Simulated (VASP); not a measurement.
Runs of VASP 6.6.1 on Bi. The structure is that of space group P6_3/mmc (No. 194), or close to it. The cells are those of the table. This isn't the form of Bi at room conditions, which is rhombohedral.

```csv
task,cell,k mesh,cutoff (eV),gap on the mesh (eV),pressure (GPa)
single point,"a = 3.507, b = 3.507, c = 5.838 Å, angles 90.0, 90.0, 120.0°, 2 atoms",12 × 12 × 8,520,none,-0.1
relaxation of cell and atoms,"relaxed from a = 3.095, b = 3.095, c = 4.788 Å, angles 90.0, 90.0, 120.0°, 2 atoms",6 × 6 × 4,600,none,0.3
single point,"a = 3.095, b = 3.095, c = 4.788 Å, angles 90.0, 90.0, 120.0°, 2 atoms",6 × 6 × 4,520,none,(a)
single point,"a = 3.494, b = 3.494, c = 5.843 Å, angles 90.0, 90.0, 120.0°, 2 atoms",6 × 6 × 4,520,none,0.0
```

Alike in all rows: level r2SCAN; potentials or basis VASP PAW PBE potentials, release 64 (Bi_d); no spin polarisation; smearing gaussian 0.1 eV.

Question: Fill in the values left out.

Answer: (a) 73.1.

Caveats: some runs use coarse meshes; the PAW data sets were made with another functional, which shifts forces and pressure a little; spin-orbit coupling is left out, which moves the levels of the heavy elements.

A k mesh can miss the band edges, and the runs leave out spin-orbit coupling on Bi.

A gap of «none» marks levels without a gap at the run's occupations.
